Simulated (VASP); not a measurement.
Write the native input for VASP 6.6.1 that does the following.

```yaml
Task: single point
Functional: r2SCAN
Potentials_or_basis: VASP PAW PBE potentials, release 64 (B, N)
Cutoff: 660 eV
k_mesh: 12 × 12 × 12
Occupations: gaussian, width 0.02 eV
Spin: no spin polarisation
Dipole_correction: no
Further_INCAR_settings: ALGO = Normal; EDIFF = 1e-06; NBANDS = 11
```

The system is BN.

```
B N
1.0
     0.00000    1.80443    1.80443
     1.80443    0.00000    1.80443
     1.80443    1.80443    0.00000
B N
1 1
Direct
  0.00000 0.00000 0.00000
  0.25000 0.25000 0.25000
```

These files were run (other wordings do the same):

POSCAR

```
BN
1.0
    0.0000000000      1.8044288008      1.8044288008
    1.8044288008      0.0000000000      1.8044288008
    1.8044288008      1.8044288008      0.0000000000
B N
1 1
Direct
    0.0000000000      0.0000000000      0.0000000000
    0.2500000000      0.2500000000      0.2500000000
```

INCAR.step1

```
SYSTEM = BN
PREC = Accurate
ENCUT = 660
ISMEAR = 0
SIGMA = 0.02
LREAL = .False.
LASPH = .True.
NELM = 120
NBANDS = 11
GGA = PE
ALGO = Normal
EDIFF = 1E-5
LWAVE = .True.
LCHARG = .False.
GGA_COMPAT = .False.
```

INCAR.step2

```
SYSTEM = BN
PREC = Accurate
ENCUT = 660
EDIFF = 1E-6
ISMEAR = 0
SIGMA = 0.02
LREAL = .False.
LASPH = .True.
NELM = 120
ALGO = Normal
ISIF = 2
LWAVE = .False.
LCHARG = .False.
METAGGA = R2SCAN
LMIXTAU = .True.
NBANDS = 11
ISTART = 1
GGA_COMPAT = .False.
```

KPOINTS

```
Automatic mesh
0
Gamma
  12 12 12
  0 0 0
```

Potentials or basis: VASP PAW PBE potentials, release 64 (B, N).

Run with:

```sh
$ cat potpaw_PBE.64/B/POTCAR potpaw_PBE.64/N/POTCAR > POTCAR
$ cp INCAR.step1 INCAR
$ mpirun -np 1 vasp_std > vasp.out
$ cp INCAR.step2 INCAR
$ mpirun -np 1 vasp_std > vasp.out
```

It gave:

```json
{
  "Pressure": "1.5 GPa",
  "Band gap on the k mesh": "4.98 eV (least direct gap 9.55 eV)"
}
```

Caveat: the PAW data sets were made with another functional, which shifts forces and pressure a little.

Wall time 18 s on 1 thread of Intel(R) Xeon(R) 6975P-C (Granite Rapids) (shared host), peak memory 0.13 GiB.
